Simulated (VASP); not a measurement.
# ZnS in VASP: further runs, part 2 of 2

VASP 6.6.1. The steps go on from the part before.

## 4. Single point, r2SCAN (strain along [111] +3.6%)

Contents of POSCAR:

```
ZnS
1.0
    0.0655560886      2.7596419230      2.7596419230
    2.7596419230      0.0655560886      2.7596419230
    2.7596419230      2.7596419230      0.0655560886
Zn S
1 1
Direct
    0.0018394785      0.0018394785      0.0018394785
    0.2481605215      0.2481605215      0.2481605215
```

Contents of INCAR.step1:

```
SYSTEM = ZnS
ALGO = Normal
EDIFF = 1E-4
ENCUT = 520
GGA = PE
ISMEAR = 0
LASPH = .TRUE.
LCHARG = .FALSE.
LREAL = .FALSE.
LWAVE = .TRUE.
NBANDS = 16
NELM = 60
PREC = Accurate
SIGMA = 0.01
```

Contents of INCAR.step2:

```
SYSTEM = ZnS
ALGO = Normal
EDIFF = 1E-6
ENCUT = 520
ISIF = 2
ISMEAR = 0
ISTART = 1
LASPH = .TRUE.
LCHARG = .FALSE.
LMIXTAU = .TRUE.
LREAL = .FALSE.
LWAVE = .FALSE.
METAGGA = R2SCAN
NBANDS = 16
NELM = 60
PREC = Accurate
SIGMA = 0.01
```

Contents of KPOINTS:

```
k-points
0
G
  8 8 8
  0 0 0
```

Potentials or basis: VASP PAW PBE potentials, release 64 (Zn, S).

Launch:

```sh
$ cat potpaw_PBE.64/Zn/POTCAR potpaw_PBE.64/S/POTCAR > POTCAR
$ cp INCAR.step1 INCAR
$ mpirun -np 1 vasp_std > vasp.out
$ cp INCAR.step2 INCAR
$ mpirun -np 1 vasp_std > vasp.out
```

OUTCAR:

```text
SYSTEM = ZnS
   EDIFF = 1E-6
   ENCUT = 520
   ISIF = 2
   ISMEAR = 0
   ISTART = 1
   LASPH = .TRUE.
   LREAL = .FALSE.
   METAGGA = R2SCAN
   NELM = 60
   PREC = Accurate

 ion  position               nearest neighbor table
   1  0.002  0.002  0.002-   2 2.36   2 2.36   2 2.36   2 2.38
   2  0.248  0.248  0.248-   1 2.36   1 2.36   1 2.36   1 2.38

  LATTYP: Found a trigonal (rhomboedric) cell.
 ALAT       =     3.9032735860
 COS(alpha) =     0.5236075485

  Lattice vectors:

 A1 = (   0.0655560886,   2.7596419230,   2.7596419230)
 A2 = (   2.7596419230,   0.0655560886,   2.7596419230)
 A3 = (   2.7596419230,   2.7596419230,   0.0655560886)

Analysis of symmetry for initial positions (statically):
=====================================================================
 Subroutine PRICEL returns:
 Original cell was already a primitive cell.

 Routine SETGRP: Setting up the symmetry group for a
 trigonal (rhombohedral) supercell.

 Subroutine GETGRP returns: Found  6 space group operations
 (whereof  6 operations were pure point group operations)
 out of a pool of 12 trial point group operations.

The static configuration has the point symmetry C_3v.

Analysis of symmetry for dynamics (positions and initial velocities):
=====================================================================
 Subroutine PRICEL returns:
 Original cell was already a primitive cell.

 Routine SETGRP: Setting up the symmetry group for a
 trigonal (rhombohedral) supercell.

 Subroutine GETGRP returns: Found  6 space group operations
 (whereof  6 operations were pure point group operations)
 out of a pool of 12 trial point group operations.

The dynamic configuration has the point symmetry C_3v.

 Subroutine INISYM returns: Found  6 space group operations
 (whereof  6 operations are pure point group operations),
 and found     1 'primitive' translations

----------------------------------------------------------------------------------------

[... 107 lines left out ...]
   ISMEAR =     0;   SIGMA  =   0.01  broadening in eV -4-tet -1-fermi 0-gaus
   EFERMI_NEDOS =   21; number of points for ismear=-14 and -15
   IALGO  =     38    algorithm
   IMIX   =      4    mixing-type and parameters
     AMIX     =   0.40;   BMIX     =  1.00
     AMIX_MAG =   1.60;   BMIX_MAG =  1.00
  volume/ion in A,a.u.               =      20.27       136.77
  Fermi-wavevector in a.u.,A,eV,Ry     =   1.248977  2.360224 21.224323  1.559944
  Thomas-Fermi vector in A             =   2.383039
   LORBIT       =      0    0 simple, 1 ext, 2 COOP (PROOUT), +10 PAW based schemes
   METAGGA = R2SCAN    functional components
   LHFCALC =     F    Hartree Fock is set to
   AEXX    =    0.0000 exact exchange contribution
   IVDW    =     0    specifies the selected vdW correction
   LEPSILON=     F    determine dielectric tensor
   LRPA    =     F    only Hartree local field effects (RPA)
 non-spin polarized calculation
 Gauss-broadening in eV      SIGMA  =   0.01
  energy-cutoff  :      520.00
  volume of cell :       40.54
 maximum number of plane-waves:      1102
 NGX is ok and might be reduce to    30
   NGX = 15   NGY = 15   NGZ = 15

 number of electron      18.0000009 magnetization

 Free energy of the ion-electron system (eV)
  ---------------------------------------------------
  ext. energy  EPLUGINS =         0.00000000
  ---------------------------------------------------
  free energy    TOTEN  =       -18.84386627 eV

  energy without entropy =      -18.84386627  energy(sigma->0) =      -18.84386627

 E-fermi :   1.7253     XC(G=0): -10.1485

 val. band max:        1.6469787095   @ k =   0.0000   0.0000   0.0000
 cond. band min:       4.1017961038   @ k =   0.0000   0.0000   0.0000
 fundamental gap:      2.4548173943
 Fermi energy:         1.7252810204

 k-point     1 :       0.0000    0.0000    0.0000
  band No.  band energies     occupation
      1     -11.9000      2.00000
      2      -4.8242      2.00000
      3      -4.8081      2.00000
      4      -4.8081      2.00000
      5      -4.3043      2.00000
      6      -4.3043      2.00000
[... 433 lines left out ...]
      3      -4.7146      2.00000
      4      -4.6754      2.00000
      5      -4.3138      2.00000
      6      -4.2828      2.00000
[... 8 lines left out ...]
     15      14.2289      0.00000
     16      15.2870      0.00000

 [... further k-points ...]
[... 5 lines left out ...]
  --------------------------------------------------------------------------------------
  -------------------------------------------------------------------------------------
  Total       -0.6392653     -0.6392653     -0.6392653     -0.2987611     -0.2987611     -0.2987611
  in kB      -25.2672597    -25.2672597    -25.2672597    -11.8086708    -11.8086708    -11.8086708
  external PRESSURE =     -25.2672597 kB  Pullay stress =       0.0000000 kB

 VOLUME and BASIS-vectors are now :
 -----------------------------------------------------------------------------
  energy-cutoff  :      520.00
  volume of cell :       40.54
      direct lattice vectors                 reciprocal lattice vectors
     0.065556089  2.759641923  2.759641923    -0.187770228  0.183413195  0.183413195
     2.759641923  0.065556089  2.759641923     0.183413195 -0.187770228  0.183413195
     2.759641923  2.759641923  0.065556089     0.183413195  0.183413195 -0.187770228

 POSITION                                       TOTAL-FORCE (eV/Angst)
 -----------------------------------------------------------------------------------
      0.01027      0.01027      0.01027        -0.001050     -0.001050     -0.001050
      1.38594      1.38594      1.38594         0.001050      0.001050      0.001050
 -----------------------------------------------------------------------------------
    total drift:                                0.006799      0.006799      0.006800

  FREE ENERGIE OF THE ION-ELECTRON SYSTEM (eV)
  ---------------------------------------------------
  free  energy   TOTEN  =       -18.8438662687 eV

  energy  without entropy=      -18.8438662687  energy(sigma->0) =      -18.84386627
```

OUTCAR.step1:

```text
SYSTEM = ZnS
   EDIFF = 1E-4
   ENCUT = 520
   GGA = PE
   ISMEAR = 0
   LASPH = .TRUE.
   LREAL = .FALSE.
[... 678 lines left out ...]
      0.01027      0.01027      0.01027         0.002243      0.002243      0.002243
      1.38594      1.38594      1.38594        -0.002243     -0.002243     -0.002243
 -----------------------------------------------------------------------------------
    total drift:                                0.000358      0.000358      0.000358

  FREE ENERGIE OF THE ION-ELECTRON SYSTEM (eV)
  ---------------------------------------------------
  free  energy   TOTEN  =        -6.8422714963 eV

  energy  without entropy=       -6.8422714963  energy(sigma->0) =       -6.84227150
```

OSZICAR.step1:

```text
N       E                     dE             d eps       ncg     rms          rms(c)
DAV:   1     0.891851062065E+02    0.89185E+02   -0.89666E+03  2096   0.134E+03
DAV:   2    -0.140451428252E+01   -0.90590E+02   -0.84812E+02  2336   0.257E+02
DAV:   3    -0.720981299148E+01   -0.58053E+01   -0.57819E+01  2648   0.634E+01
DAV:   4    -0.727119003548E+01   -0.61377E-01   -0.61366E-01  2432   0.682E+00
DAV:   5    -0.727193823314E+01   -0.74820E-03   -0.74819E-03  2768   0.717E-01    0.655E+00
DAV:   6    -0.686217466683E+01    0.40976E+00   -0.73694E-01  3144   0.296E+01    0.514E+00
DAV:   7    -0.684257426415E+01    0.19600E-01   -0.24270E-01  2544   0.437E+00    0.262E+00
DAV:   8    -0.684183655530E+01    0.73771E-03   -0.50241E-03  2616   0.779E-01    0.671E-01
DAV:   9    -0.684210506749E+01   -0.26851E-03   -0.11784E-03  2528   0.275E-01    0.102E-01
DAV:  10    -0.684227876108E+01   -0.17369E-03   -0.22037E-04  2520   0.142E-01    0.548E-02
DAV:  11    -0.684227149630E+01    0.72648E-05   -0.35474E-05  1392   0.919E-02
   1 F= -.68422715E+01 E0= -.68422715E+01  d E =-.203880E-51
```

It took 75 s on 1 thread of Intel Xeon 6975P-C (Granite Rapids), shared host; peak memory 0.19 GiB.

Results:

* Free energy: -18.8439 eV
* Pressure: -2.5 GPa
* Band gap on the k mesh: 2.45 eV, direct

Stress tensor (GPa, compression positive):
```
-2.53 -1.18 -1.18
-1.18 -2.53 -1.18
-1.18 -1.18 -2.53
```

Levels at points of the mesh, in eV from the valence-band top:
```csv
k point,band 5,band 6,band 7,band 8,band 9,band 10,band 11,band 12,band 13,band 14
"(0.00, 0.00, 0.00)",-5.95,-5.95,-0.20,0.00,0.00,2.45,6.58,7.02,7.02,12.21
"(0.50, 0.00, 0.00)",-5.92,-5.75,-5.25,-1.03,-0.88,3.59,7.22,7.35,9.25,12.63
"(0.50, 0.50, 0.00)",-5.88,-5.75,-4.57,-2.36,-2.12,3.66,4.47,11.38,12.52,12.66
"(0.50, 0.50, 0.50)",-5.93,-5.80,-5.34,-0.79,-0.79,3.98,7.56,7.56,9.13,12.73
```

Caveat: the cell differs from its parent crystal (strain along [111] +3.6%); the PAW data sets were made with another functional, which shifts forces and pressure a little.

## 5. Single point, r2SCAN (shear xy strain +1.1%)

Contents of POSCAR:

```
ZnS
1.0
    0.0154909935      2.6940858343      2.6940858343
    2.6940858343      0.0154909935      2.6940858343
    2.7095768279      2.7095768279      0.0000000001
Zn S
1 1
Direct
    0.0010316987      0.0010316987     -0.0010316987
    0.2489683013      0.2489683013      0.2510316987
```

Contents of INCAR.step1:

```
SYSTEM = ZnS
PREC = Accurate
ENCUT = 520
ISMEAR = 0
SIGMA = 0.01
LREAL = .FALSE.
LASPH = .TRUE.
NELM = 100
NBANDS = 16
GGA = PE
ALGO = Normal
EDIFF = 1E-4
LWAVE = .TRUE.
LCHARG = .FALSE.
```

Contents of INCAR.step2:

```
SYSTEM = ZnS
PREC = Accurate
ENCUT = 520
EDIFF = 1E-7
ISMEAR = 0
SIGMA = 0.01
LREAL = .FALSE.
LASPH = .TRUE.
NELM = 100
ALGO = Normal
ISIF = 2
LWAVE = .FALSE.
LCHARG = .TRUE.
METAGGA = R2SCAN
LMIXTAU = .TRUE.
LELF = .TRUE.
LVHAR = .TRUE.
NBANDS = 16
ISTART = 1
```

Contents of KPOINTS:

```
regular mesh
0
G
  8 8 8
  0 0 0
```

Potentials or basis: VASP PAW PBE potentials, release 64 (Zn, S).

Launch:

```sh
$ cat potpaw_PBE.64/Zn/POTCAR potpaw_PBE.64/S/POTCAR > POTCAR
$ cp INCAR.step1 INCAR
$ mpirun -np 1 vasp_std > vasp.out
$ cp INCAR.step2 INCAR
$ mpirun -np 1 vasp_std > vasp.out
```

OUTCAR:

```text
SYSTEM = ZnS
   PREC = Accurate
   ENCUT = 520
   EDIFF = 1E-7
   ISMEAR = 0
   LREAL = .FALSE.
   LASPH = .TRUE.
   NELM = 100
   ISIF = 2
   METAGGA = R2SCAN
   ISTART = 1

 ion  position               nearest neighbor table
   1  0.001  0.001  0.999-   2 2.33   2 2.33   2 2.34   2 2.34
   2  0.249  0.249  0.251-   1 2.33   1 2.33   1 2.34   1 2.34

  LATTYP: Found a body centered orthorhombic cell.
 ALAT       =     3.7881051520
 B/A-ratio  =     1.0115665074
 C/A-ratio  =     1.4223923182

  Lattice vectors:

 A1 = (   2.6940858344,   0.0154909936,  -2.6940858342)
 A2 = (  -2.6940858343,  -0.0154909935,  -2.6940858343)
 A3 = (   0.0154909935,   2.6940858343,   2.6940858343)

Analysis of symmetry for initial positions (statically):
=====================================================================
 Subroutine PRICEL returns:
 Original cell was already a primitive cell.

 Routine SETGRP: Setting up the symmetry group for a
 body centered orthorhombic supercell.

 Subroutine GETGRP returns: Found  4 space group operations
 (whereof  4 operations were pure point group operations)
 out of a pool of  8 trial point group operations.

The static configuration has the point symmetry C_2v.

Analysis of symmetry for dynamics (positions and initial velocities):
=====================================================================
 Subroutine PRICEL returns:
 Original cell was already a primitive cell.

 Routine SETGRP: Setting up the symmetry group for a
 body centered orthorhombic supercell.

 Subroutine GETGRP returns: Found  4 space group operations
 (whereof  4 operations were pure point group operations)
 out of a pool of  8 trial point group operations.

The dynamic configuration has the point symmetry C_2v.

 Subroutine INISYM returns: Found  4 space group operations
 (whereof  4 operations are pure point group operations),
 and found     1 'primitive' translations

----------------------------------------------------------------------------------------

[... 107 lines left out ...]
   ISMEAR =     0;   SIGMA  =   0.01  broadening in eV -4-tet -1-fermi 0-gaus
   EFERMI_NEDOS =   21; number of points for ismear=-14 and -15
   IALGO  =     38    algorithm
   IMIX   =      4    mixing-type and parameters
     AMIX     =   0.40;   BMIX     =  1.00
     AMIX_MAG =   1.60;   BMIX_MAG =  1.00
  volume/ion in A,a.u.               =      19.55       131.95
  Fermi-wavevector in a.u.,A,eV,Ry     =   1.264006  2.388624 21.738169  1.597710
  Thomas-Fermi vector in A             =   2.397333
   LORBIT       =      0    0 simple, 1 ext, 2 COOP (PROOUT), +10 PAW based schemes
   METAGGA = R2SCAN    functional components
   LHFCALC =     F    Hartree Fock is set to
   AEXX    =    0.0000 exact exchange contribution
   IVDW    =     0    specifies the selected vdW correction
   LEPSILON=     F    determine dielectric tensor
   LRPA    =     F    only Hartree local field effects (RPA)
 non-spin polarized calculation
 Gauss-broadening in eV      SIGMA  =   0.01
  energy-cutoff  :      520.00
  volume of cell :       39.11
 maximum number of plane-waves:      1063
   NGX = 15   NGY = 15   NGZ = 15

 number of electron      18.0000004 magnetization

 Free energy of the ion-electron system (eV)
  ---------------------------------------------------
  ext. energy  EPLUGINS =         0.00000000
  ---------------------------------------------------
  free energy    TOTEN  =       -18.86543439 eV

  energy without entropy =      -18.86543439  energy(sigma->0) =      -18.86543439

 E-fermi :   2.0783     XC(G=0): -10.3289

 val. band max:        1.9462491401   @ k =   0.0000   0.0000   0.0000
 cond. band min:       4.6278982681   @ k =   0.0000   0.0000   0.0000
 fundamental gap:      2.6816491280
 Fermi energy:         2.0782779351

 k-point     1 :       0.0000    0.0000    0.0000
  band No.  band energies     occupation
      1     -11.8247      2.00000
      2      -4.6244      2.00000
      3      -4.6207      2.00000
      4      -4.6167      2.00000
      5      -4.0635      2.00000
      6      -4.0634      2.00000
[... 433 lines left out ...]
      3      -4.5268      2.00000
      4      -4.5244      2.00000
      5      -4.0889      2.00000
      6      -4.0408      2.00000
[... 8 lines left out ...]
     15      14.4281      0.00000
     16      16.2319      0.00000

 [... further k-points ...]
[... 5 lines left out ...]
  --------------------------------------------------------------------------------------
  -------------------------------------------------------------------------------------
  Total        0.0165667      0.0165667      0.0155735     -0.1420913     -0.0000000     -0.0000000
  in kB        0.6787296      0.6787296      0.6380386     -5.8214081     -0.0000000     -0.0000000
  external PRESSURE =       0.6651659 kB  Pullay stress =       0.0000000 kB

 VOLUME and BASIS-vectors are now :
 -----------------------------------------------------------------------------
  energy-cutoff  :      520.00
  volume of cell :       39.11
      direct lattice vectors                 reciprocal lattice vectors
     0.015490993  2.694085834  2.694085834    -0.186665035  0.186665035  0.185591711
     2.694085834  0.015490993  2.694085834     0.186665035 -0.186665035  0.185591711
     2.709576828  2.709576828  0.000000000     0.184530660  0.184530660 -0.185591711

 POSITION                                       TOTAL-FORCE (eV/Angst)
 -----------------------------------------------------------------------------------
      2.70958      2.70958      0.00556        -0.000000     -0.000000      0.004056
      1.35479      1.35479      1.34148         0.000000      0.000000     -0.004056
 -----------------------------------------------------------------------------------
    total drift:                               -0.000022     -0.000022      0.007408

  FREE ENERGIE OF THE ION-ELECTRON SYSTEM (eV)
  ---------------------------------------------------
  free  energy   TOTEN  =       -18.8654343882 eV

  energy  without entropy=      -18.8654343882  energy(sigma->0) =      -18.86543439
```

OUTCAR.step1:

```text
SYSTEM = ZnS
   PREC = Accurate
   ENCUT = 520
   ISMEAR = 0
   LREAL = .FALSE.
   LASPH = .TRUE.
[... 679 lines left out ...]
      2.70958      2.70958      0.00556        -0.000000     -0.000000      0.003014
      1.35479      1.35479      1.34148         0.000000      0.000000     -0.003014
 -----------------------------------------------------------------------------------
    total drift:                                0.000000      0.000000     -0.000160

  FREE ENERGIE OF THE ION-ELECTRON SYSTEM (eV)
  ---------------------------------------------------
  free  energy   TOTEN  =        -6.8417086361 eV

  energy  without entropy=       -6.8417086361  energy(sigma->0) =       -6.84170864
```

OSZICAR.step1:

```text
N       E                     dE             d eps       ncg     rms          rms(c)
DAV:   1     0.894057733406E+02    0.89406E+02   -0.89585E+03  3048   0.136E+03
DAV:   2    -0.148204925611E+01   -0.90888E+02   -0.84742E+02  3496   0.261E+02
DAV:   3    -0.721027672542E+01   -0.57282E+01   -0.57063E+01  3744   0.640E+01
DAV:   4    -0.726890045128E+01   -0.58624E-01   -0.58610E-01  3792   0.669E+00
DAV:   5    -0.726958803641E+01   -0.68759E-03   -0.68757E-03  3824   0.693E-01    0.699E+00
DAV:   6    -0.686276918611E+01    0.40682E+00   -0.73675E-01  4576   0.301E+01    0.546E+00
DAV:   7    -0.684204058085E+01    0.20729E-01   -0.25201E-01  3688   0.455E+00    0.276E+00
DAV:   8    -0.684131787717E+01    0.72270E-03   -0.52106E-03  3936   0.904E-01    0.719E-01
DAV:   9    -0.684154803021E+01   -0.23015E-03   -0.12775E-03  3808   0.284E-01    0.967E-02
DAV:  10    -0.684171863302E+01   -0.17060E-03   -0.24013E-04  3760   0.124E-01    0.437E-02
DAV:  11    -0.684170863615E+01    0.99969E-05   -0.30664E-05  1928   0.605E-02
   1 F= -.68417086E+01 E0= -.68417086E+01  d E =-.134298E-27
```

Wall time 96 s (1 thread of Intel Xeon 6975P-C (Granite Rapids), shared host); peak memory 0.2 GiB.

Results:

* Free energy: -18.8654 eV
* Pressure: 0.1 GPa
* Largest force: 0.004 eV/Å
* Band gap on the k mesh: 2.68 eV, direct

Forces in eV/Å, atoms in the order of the input:
```
Zn   0.000  0.000  0.004
S    0.000  0.000 -0.004
```

Caveat: the cell differs from its parent crystal (shear xy strain +1.1%); the PAW data sets were made with another functional, which shifts forces and pressure a little.

## 6. Overview

| level | cell | smearing | gap on the mesh (eV) | pressure (GPa) |
| --- | --- | --- | --- | --- |
| PBE | a = 3.903 Å, angles 58.4°, 2 atoms | fermi-dirac 0.02 eV | 1.91 | -0.2 |
| PBE | a = 3.810, b = 3.810, c = 3.832 Å, angles 59.8, 59.8, 59.6°, 2 atoms | fermi-dirac 0.02 eV | 2.12 | 2.5 |
| r2SCAN | a = 3.903 Å, angles 58.4°, 2 atoms | gaussian 0.01 eV | 2.45 | -2.5 |
| r2SCAN | a = 3.810, b = 3.810, c = 3.832 Å, angles 59.8, 59.8, 59.6°, 2 atoms | gaussian 0.01 eV | 2.68 | 0.1 |

Alike in all rows: task single point; potentials or basis VASP PAW PBE potentials, release 64 (Zn, S); no spin polarisation; k mesh 8 × 8 × 8; cutoff (eV) 520.

Caveats: the PAW data sets were made with another functional, which shifts forces and pressure a little (some runs).

Absolute energies hang on the potentials; compare differences alone.
